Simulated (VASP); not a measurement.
# Be (P6/mmm) in VASP: single point with PBEsol

Aim: the single point of Be with PBEsol.

Everything below comes from runs of VASP 6.6.1. Logs are shortened: lines on timing, memory, paths and dates and some standing lists are left out, and cuts for length are marked.

## 1. The cell of the first run

The structure is hexagonal, space group P6/mmm (No. 191). Conventional cell: a = 7.748 Å, b = 7.748 Å, c = 3.117 Å, α = 90.00°, β = 90.00°, γ = 120.00°. Within 4.1 Å of Be (site symmetry 6/mmm) lie 2 Be at 3.12 Å.

This isn't the form of Be at room conditions, which is hcp.

## 2. Single point, PBEsol (Sr replaced by Be, lengths x 0.695, strained)

File INCAR:

```
ALGO     = Normal         # electronic algorithm
EDIFF    = 1E-7           # SCF threshold, eV
ENCUT    = 520            # plane-wave cutoff, eV
GGA      = PS             # functional
ISIF     = 2              # what is computed and relaxed
ISMEAR   = 0              # smearing method
LASPH    = True           # aspherical terms in the spheres
LCHARG   = False          # write CHGCAR
LREAL    = False          # projectors in reciprocal space
LWAVE    = False          # write WAVECAR
NBANDS   = 7              # bands
NELM     = 80             # most SCF steps
PREC     = Accurate       # precision mode
SIGMA    = 0.1            # smearing width, eV
```

File KPOINTS:

```
k-points
0
Gamma
  6 6 14
```

File POSCAR:

```
Be
1.0
    7.7477504541      0.0000000000      0.0000000000
   -3.8738752270      6.7097487154      0.0000000000
    0.0000000000      0.0000000000      3.1174759174
Be
1
Direct
    0.0000000000      0.0000000000      0.0000000000
```

Potentials or basis: VASP PAW PBE potentials, release 64 (Be).

Launch:

```
> cat potpaw_PBE.64/Be/POTCAR > POTCAR
> mpirun -np 1 vasp_std > vasp.out
```

OUTCAR:

```text
EDIFF = 1E-7
   ENCUT = 520
   GGA = PS
   ISIF = 2
   ISMEAR = 0
   LASPH = True
   LREAL = False
   NELM = 80
   PREC = Accurate

 ion  position               nearest neighbor table
   1  0.000  0.000  0.000-

  LATTYP: Found a hexagonal cell.
 ALAT       =     7.7477504541
 C/A-ratio  =     0.4023717511

  Lattice vectors:

 A1 = (   7.7477504541,   0.0000000000,   0.0000000000)
 A2 = (  -3.8738752270,   6.7097487154,   0.0000000000)
 A3 = (   0.0000000000,   0.0000000000,   3.1174759174)

Analysis of symmetry for initial positions (statically):
=====================================================================
 Subroutine PRICEL returns:
 Original cell was already a primitive cell.

 Routine SETGRP: Setting up the symmetry group for a
 hexagonal supercell.

 Subroutine GETGRP returns: Found 24 space group operations
 (whereof 24 operations were pure point group operations)
 out of a pool of 24 trial point group operations.

The static configuration has the point symmetry D_6h.

Analysis of symmetry for dynamics (positions and initial velocities):
=====================================================================
 Subroutine PRICEL returns:
 Original cell was already a primitive cell.

 Routine SETGRP: Setting up the symmetry group for a
 hexagonal supercell.

 Subroutine GETGRP returns: Found 24 space group operations
 (whereof 24 operations were pure point group operations)
 out of a pool of 24 trial point group operations.

The dynamic configuration has the point symmetry D_6h.

 Subroutine INISYM returns: Found 24 space group operations
 (whereof 24 operations are pure point group operations),
 and found     1 'primitive' translations

----------------------------------------------------------------------------------------

                                     Primitive cell

  volume of cell :     162.0634

  direct lattice vectors                    reciprocal lattice vectors
     7.747750454  0.000000000  0.000000000     0.129069722  0.074518439  0.000000000
    -3.873875227  6.709748715  0.000000000     0.000000000  0.149036878  0.000000000
     0.000000000  0.000000000  3.117475917     0.000000000  0.000000000  0.320772326

  length of vectors
     7.747750454  7.747750454  3.117475917     0.149036878  0.149036878  0.320772326

  position of ions in fractional coordinates (direct lattice)
     0.000000000  0.000000000  0.000000000

  ion indices of the primitive-cell ions
   primitive index   ion index
                 1           1

----------------------------------------------------------------------------------------

 KPOINTS: k-points

Automatic generation of k-mesh.
 Grid dimensions read from file:
 generate k-points for:    6    6   14

 Generating k-lattice:

  Cartesian coordinates                     Fractional coordinates (reciprocal lattice)
     0.021511620  0.012419740  0.000000000     0.166666667  0.000000000  0.000000000
     0.000000000  0.024839480  0.000000000     0.000000000  0.166666667  0.000000000
     0.000000000  0.000000000  0.022912309     0.000000000  0.000000000  0.071428571

  Length of vectors
     0.024839480  0.024839480  0.022912309

  Shift w.r.t. Gamma in fractional coordinates (k-lattice)
     0.000000000  0.000000000  0.000000000

 Subroutine IBZKPT returns following result:
 ===========================================

 Found     56 irreducible k-points:

 Following reciprocal coordinates:
            Coordinates               Weight
  0.000000  0.000000  0.000000      1.000000
  0.166667  0.000000  0.000000      6.000000
  0.333333  0.000000  0.000000      6.000000
  0.500000  0.000000  0.000000      3.000000
  0.166667  0.166667  0.000000      6.000000
  0.333333  0.166667  0.000000     12.000000
[... 16 lines left out ...]
  0.166667  0.000000  0.214286     12.000000
  0.333333  0.000000  0.214286     12.000000
 [... further k-points ...]
   k-points           NKPTS =     56   k-points in BZ     NKDIM =     56   number of bands    NBANDS=      7
   number of dos      NEDOS =    301   number of ions     NIONS =      1
   total plane-waves  NPLWV =  86400
   dimension x,y,z NGX =    60 NGY =   60 NGZ =   24
   dimension x,y,z NGXF=   120 NGYF=  120 NGZF=   48
   ions per type =               1
   NGX,Y,Z   is equivalent  to a cutoff of  12.87, 12.87, 12.80 a.u.
   NGXF,Y,Z  is equivalent  to a cutoff of  25.75, 25.75, 25.60 a.u.
 SYSTEM =  unknown system
   PREC   = accura    normal or accurate (medium, high low for compatibility)
   ISTART =      0    job   : 0-new  1-cont  2-samecut
   ICHARG =      2    charge: 1-file 2-atom 10-const
   ISPIN  =      1    spin polarized calculation?
   LNONCOLLINEAR =      F non collinear calculations
   LSORBIT =      F    spin-orbit coupling
   LASPH  =      T    aspherical Exc in radial PAW
   ENCUT  =  520.0 eV  38.22 Ry    6.18 a.u.  14.41 14.41  5.80*2*pi/ulx,y,z
   NELM   =     80;   NELMIN=  2; NELMDL= -5     # of ELM steps
   EDIFF  = 0.1E-06   stopping-criterion for ELM
   LREAL  =      F    real-space projection
   EDIFFG = 0.1E-05   stopping-criterion for IOM
   NSW    =      0    number of steps for IOM
   IBRION =     -1    ionic relax: 0-MD 1-quasi-New 2-CG
   NFREE  =      0    steps in history (QN), initial steepest desc. (CG)
   ISIF   =      2    stress and relaxation
   ISYM   =      2    0-nonsym 1-usesym 2-fastsym
   POTIM  = 0.5000    time-step for ionic-motion
   TEBEG  =    0.0;   TEEND  =   0.0 temperature during run
   PSTRESS=    0.0 pullay stress
   NELECT =       2.0000    total number of electrons
   NUPDOWN=      -1.0000    fix difference up-down
   EMIN   =  10.00;   EMAX   =-10.00  energy-range for DOS
   EFERMI =   0.00;   METHOD = LEGACY
   ISMEAR =     0;   SIGMA  =   0.10  broadening in eV -4-tet -1-fermi 0-gaus
   EFERMI_NEDOS =   21; number of points for ismear=-14 and -15
   IALGO  =     38    algorithm
   IMIX   =      4    mixing-type and parameters
     AMIX     =   0.40;   BMIX     =  1.00
     AMIX_MAG =   1.60;   BMIX_MAG =  1.00
  volume/ion in A,a.u.               =     162.06      1093.66
  Fermi-wavevector in a.u.,A,eV,Ry     =   0.378318  0.714917  1.947323  0.143124
  Thomas-Fermi vector in A             =   1.311542
   LORBIT       =      0    0 simple, 1 ext, 2 COOP (PROOUT), +10 PAW based schemes
   GGA     = PS    functional components
   LHFCALC =     F    Hartree Fock is set to
   AEXX    =    0.0000 exact exchange contribution
   IVDW    =     0    specifies the selected vdW correction
   LEPSILON=     F    determine dielectric tensor
   LRPA    =     F    only Hartree local field effects (RPA)
 non-spin polarized calculation
 Gauss-broadening in eV      SIGMA  =   0.10
  energy-cutoff  :      520.00
  volume of cell :      162.06
 maximum number of plane-waves:      4421
 NGX is ok and might be reduce to    60
   NGX = 29   NGY = 29   NGZ = 11

 number of electron       2.0000000 magnetization

 Free energy of the ion-electron system (eV)
  ---------------------------------------------------
  ext. energy  EPLUGINS =         0.00000000
  ---------------------------------------------------
  free energy    TOTEN  =        -0.39772035 eV

  energy without entropy =       -0.39005156  energy(sigma->0) =       -0.39388595

 E-fermi :  -2.8420     XC(G=0):  -2.5304

 val. band max:       -2.8585900142   @ k =   0.3333   0.3333   0.5000
 cond. band min:      -2.8266426144   @ k =   0.0000   0.0000   0.5000
 fundamental gap:      0.0319473999
 Fermi energy:        -2.8420461334

 k-point     1 :       0.0000    0.0000    0.0000
  band No.  band energies     occupation
      1      -5.9451      2.00000
      2      -1.8826      0.00000
      3      -1.8826      0.00000
      4       0.2418      0.00000
      5       2.1610      0.00000
      6       2.1610      0.00000
      7       2.9076      0.00000

 k-point     2 :       0.1667    0.0000    0.0000
  band No.  band energies     occupation
      1      -5.9402      2.00000
      2      -1.9506      0.00000
      3      -1.8957      0.00000
      4       0.4215      0.00000
      5       1.8132      0.00000
      6       2.3134      0.00000
      7       3.5041      0.00000

 k-point     3 :       0.3333    0.0000    0.0000
  band No.  band energies     occupation
      1      -5.9304      2.00000
      2      -2.0696      0.00000
      3      -1.9212      0.00000
      4       0.8031      0.00000
      5       1.5154      0.00000
      6       2.7366      0.00000
      7       3.5826      0.00000

 k-point     4 :       0.5000    0.0000    0.0000
  band No.  band energies     occupation
      1      -5.9254      2.00000
      2      -2.1229      0.00000
      3      -1.9336      0.00000
      4       0.9792      0.00000
      5       1.5040      0.00000
      6       3.1499      0.00000
      7       3.1787      0.00000

 k-point     5 :       0.1667    0.1667    0.0000
  band No.  band energies     occupation
      1      -5.9329      2.00000
      2      -2.0300      0.00000
      3      -1.9284      0.00000
      4       0.7219      0.00000
      5       1.5522      0.00000
      6       2.5737      0.00000
      7       3.7971      0.00000
[... 161 lines left out ...]
 k-point    22 :       0.0000    0.0000    0.2143
  band No.  band energies     occupation
      1      -5.3683      2.00000
      2      -1.2963      0.00000
      3      -1.2963      0.00000
      4       0.8595      0.00000
      5       1.4213      0.00000
      6       2.8700      0.00000
      7       2.8700      0.00000

 k-point    23 :       0.1667    0.0000    0.2143
  band No.  band energies     occupation
      1      -5.3639      2.00000
      2      -1.3568      0.00000
      3      -1.3080      0.00000
      4       1.0066      0.00000
      5       1.4431      0.00000
      6       2.5160      0.00000
      7       3.0139      0.00000

 k-point    24 :       0.3333    0.0000    0.2143
  band No.  band energies     occupation
      1      -5.3549      2.00000
      2      -1.4644      0.00000
      3      -1.3310      0.00000
      4       1.2413      0.00000
      5       1.5789      0.00000
      6       2.1856      0.00000
      7       3.4060      0.00000

 [... further k-points ...]

------------------------ aborting loop because EDIFF is reached ----------------------------------------

  FORCE on cell =-STRESS in cart. coord.  units (eV):
  Direction    XX          YY          ZZ          XY          YZ          ZX
  --------------------------------------------------------------------------------------
  -------------------------------------------------------------------------------------
  Total       -0.0029941     -0.0029941     -2.4202012     -0.0000000      0.0000000      0.0000000
  in kB       -0.0296003     -0.0296003    -23.9263834     -0.0000000      0.0000000      0.0000000
  external PRESSURE =      -7.9951947 kB  Pullay stress =       0.0000000 kB

 VOLUME and BASIS-vectors are now :
 -----------------------------------------------------------------------------
  energy-cutoff  :      520.00
  volume of cell :      162.06
      direct lattice vectors                 reciprocal lattice vectors
     7.747750454  0.000000000  0.000000000     0.129069722  0.074518439  0.000000000
    -3.873875227  6.709748715  0.000000000     0.000000000  0.149036878  0.000000000
     0.000000000  0.000000000  3.117475917     0.000000000  0.000000000  0.320772326

 POSITION                                       TOTAL-FORCE (eV/Angst)
 -----------------------------------------------------------------------------------
      0.00000      0.00000      0.00000         0.000000      0.000000      0.000000
 -----------------------------------------------------------------------------------
    total drift:                                0.000000     -0.000000     -0.000000

  FREE ENERGIE OF THE ION-ELECTRON SYSTEM (eV)
  ---------------------------------------------------
  free  energy   TOTEN  =        -0.3977203472 eV

  energy  without entropy=       -0.3900515625  energy(sigma->0) =       -0.39388595
```

It took 47 s on 1 thread of Intel Xeon Platinum 8259CL at 2.50GHz (Skylake/Cascade Lake), shared host; peak memory 0.29 GiB.

What came out:

* Free energy: -0.3977 eV
* Pressure: -0.8 GPa

Levels at points of the mesh, in eV from the Fermi level:
```csv
k point,band 1,band 2,band 3,band 4,band 5,band 6
"(0.00, 0.00, 0.00)",-3.10,0.96,0.96,3.08,5.00,5.00
"(0.50, 0.00, 0.00)",-3.08,0.72,0.91,3.82,4.35,5.99
"(0.00, 0.00, 0.50)",-0.03,0.02,3.09,3.09,6.69,6.85
"(0.50, 0.00, 0.50)",-0.02,0.02,3.01,3.07,6.00,6.66
```

Caveat: the cell differs from its parent crystal (Sr replaced by Be, lengths x 0.695, strained); the PAW data sets were made with another functional, which shifts forces and pressure a little.
